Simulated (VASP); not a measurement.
A run of VASP 6.6.1 is set up as follows.

INCAR

```
PREC = Accurate
ENCUT = 400
EDIFF = 1E-6
ISMEAR = -1
SIGMA = 0.0888
LREAL = Auto
LASPH = True
NELM = 120
ALGO = Normal
ISIF = 2
LWAVE = False
LCHARG = False
GGA = PE
NBANDS = 122
ISYM = -1
GGA_COMPAT = False
```

File KPOINTS:

```
explicit points
1
Reciprocal
  0.25000000   0.25000000   0.25000000 1
```

The input POSCAR:

```
FeCo2
1.0
    6.6850240000      0.0065990000     -0.1964700000
    0.0065990000      6.2934100000      0.0200570000
   -0.1964700000      0.0200570000      6.4451540000
Co Fe
16 8
Direct
    0.4754318275      0.4835849940      0.1820804944
    0.5901183576      0.3205384479      0.5028636265
    0.8962125157      0.2601629602      0.3188272591
    0.8441196088      0.8982815089      0.4545457482
    0.3084612069      0.8234460192      0.2914719364
    0.4829403914      0.6730038700      0.8543047785
    0.6259532191      0.1751010072      0.9851874801
    0.8289187224      0.1647516193      0.7124433703
    0.5866785420      0.6882470191      0.4979227126
    0.9796205975      0.9963067885      0.1407178375
    0.2696257007      0.0488516708      0.9523929984
    0.1735585633      0.6872294074      1.0020572496
    0.7326553189      0.4809733001      0.8168236025
    0.4757734529      0.0170479963      0.6195014547
    0.8487124194      0.6297089271      0.1620824665
    0.1775098462      0.8131231915      0.6467062769
    0.6500985277      0.8598731595      0.1297631339
    0.2996433948      0.4564626533      0.6972641253
    0.9144798930      0.5585929508      0.5652831826
    0.0432710147      0.3443830746      0.9934970002
    0.1339068601      0.1788664287      0.6224050126
    0.1827175454      0.5074083832      0.3738971057
    0.8739646054      0.8069177352      0.8274200239
    0.3232077356      0.1865716574      0.3011027442
```

Potentials or basis: VASP PAW PBE potentials, release 64 (Co, Fe).

Run with:

```bash
$ cat potpaw_PBE.64/Co/POTCAR potpaw_PBE.64/Fe/POTCAR > POTCAR
$ mpirun -np 1 vasp_std > vasp.out
```

(1) Estimate the pressure.

(2) What does it give for the largest force?

Results:

(1) -1.9 GPa.

(2) 3.778 eV/Å.

Caveat: the atoms stand as in a frame of molecular dynamics; the run has no spin polarisation, though such a crystal can be magnetic.
